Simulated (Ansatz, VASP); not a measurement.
AlGa3N4 in VASP and in Ansatz

File POSCAR:

```
AlGa3N4
1.0
    5.1455897724      0.0000000000      0.0000000000
    0.0000000000      3.1670776200      0.0000000000
   -0.0037175149      0.0000000000      5.4836534091
Al Ga N
1 3 4
Direct
    0.0005010800      0.5000000000      0.6673044000
    0.4991393100      0.5000000000      0.3351465300
    0.4991348800      0.0000000000      0.8313261600
    0.9999082200      0.0000000000      0.1662408900
    0.1192384400      0.5000000000      0.3412971500
    0.1168290500      0.0000000000      0.8252645200
    0.6202470100      0.0000000000      0.1661509300
    0.6376086077      0.4877581289      0.6706020673
```

File INCAR.step1:

```
PREC     = Accurate       # precision mode
ENCUT    = 520            # plane-wave cutoff, eV
ISMEAR   = 0              # smearing method
SIGMA    = 0.05           # smearing width, eV
LREAL    = F              # projectors in reciprocal space
LASPH    = T              # aspherical terms in the spheres
NELM     = 60             # most SCF steps
NBANDS   = 41             # bands
GGA      = PE             # functional
ALGO     = Normal         # electronic algorithm
EDIFF    = 1E-4           # SCF threshold, eV
LWAVE    = T              # write WAVECAR
LCHARG   = F              # write CHGCAR
```

Contents of INCAR.step2:

```
PREC     = Accurate       # precision mode
ENCUT    = 520            # plane-wave cutoff, eV
EDIFF    = 1E-7           # SCF threshold, eV
ISMEAR   = 0              # smearing method
SIGMA    = 0.05           # smearing width, eV
LREAL    = F              # projectors in reciprocal space
LASPH    = T              # aspherical terms in the spheres
NELM     = 60             # most SCF steps
ALGO     = Normal         # electronic algorithm
ISIF     = 2              # what is computed and relaxed
LWAVE    = F              # write WAVECAR
LCHARG   = F              # write CHGCAR
METAGGA  = R2SCAN         # meta-GGA
LMIXTAU  = T            
NBANDS   = 41             # bands
ISTART   = 1
```

The input KPOINTS:

```
regular mesh
0
Gamma
  6 8 6
```

Input for Ansatz:

```yaml
crystal:
  lattice:
    - [5.1455897724, 0.0, 0.0]
    - [0.0, 3.16707762, 0.0]
    - [-0.0037175149, 0.0, 5.4836534091]
  atoms:
    - { symbol: Al, position: [0.00050108, 0.5, 0.6673044] }
    - { symbol: Ga, position: [0.49913931, 0.5, 0.33514653] }
    - { symbol: Ga, position: [0.49913488, 0.0, 0.83132616] }
    - { symbol: Ga, position: [0.99990822, 0.0, 0.16624089] }
    - { symbol: "N", position: [0.11923844, 0.5, 0.34129715] }
    - { symbol: "N", position: [0.11682905, 0.0, 0.82526452] }
    - { symbol: "N", position: [0.62024701, 0.0, 0.16615093] }
    - { symbol: "N", position: [0.6376086077, 0.4877581289, 0.6706020673] }
basis:
  ecutwfc: 500
  fft_grid_basis: typed
kpoints:
  mp_grid: { grid: [6, 8, 6] }
hamiltonian:
  xc: r2scan
  pseudopotentials: { kind: paw }
scf:
  occupations: { method: gaussian, width: 0.05 }
output:
  forces: true
  stress: true
  eigenvalues: true
  bader: true
  write_density: true
  volumetric_format: npy
```

Alike in both runs: task single point; functional r2SCAN; k mesh 6 × 8 × 6; occupations gaussian, width 0.05 eV; no spin polarisation.

|  | VASP | Ansatz |
| --- | --- | --- |
| version | VASP 6.6.1 | Ansatz 0.2.0 |
| potentials or method | VASP PAW PBE potentials, release 64 (Al, Ga_d, N), cutoff 520 eV | scalar-relativistic, plane waves, PAW |
| valence electrons in the cell | 62 | 62 |

VASP gave:

* gap on the k mesh at the Fermi level (eV): 2.84
* pressure (GPa): 0.0
* traceless stress, the component that is largest in VASP (GPa): -0.64
* rms of the force components (eV/Å): 0.213

Which values does Ansatz return?

gap on the k mesh at the Fermi level (eV): 2.84; pressure (GPa): -0.7; traceless stress, the component that is largest in VASP (GPa): -0.62; rms of the force components (eV/Å): 0.221.

VASP's potentials were made for PBE, not for r2SCAN. Atom by atom the forces differ by 0.029 eV/Å (rms over components).
